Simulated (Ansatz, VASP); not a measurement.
## Two plane-wave programs on RbCl

```
Rb Cl
1.0
     3.30642    3.30642    0.00000
    -3.30642    3.30642    0.00000
     0.00000    3.30642    3.30642
Rb Cl
1 1
Direct
  0.00000 0.00000 0.00000
  0.50000 0.50000 0.00000
```

Alike in both runs: functional r2SCAN; k mesh 10 × 10 × 10; occupations fermi-dirac, width 0.05 eV; no spin polarisation.

Ansatz relaxed the structure, and its values are those at the end. VASP's run is a single point on that final structure, the one shown.

```csv
,VASP,Ansatz
version,VASP 6.6.1,Ansatz 0.2.0
potentials or method,"VASP PAW PBE potentials, release 64 (Rb_sv, Cl)","PAW with Ansatz's default frozen-core files, scalar-relativistic"
plane-wave cutoff (eV),550,500
valence electrons in the cell,16,16
```

```csv
,VASP,Ansatz,Ansatz less VASP
pressure (GPa),0.0,0.0,-0.01
```

VASP's potentials were made for PBE, not for r2SCAN.
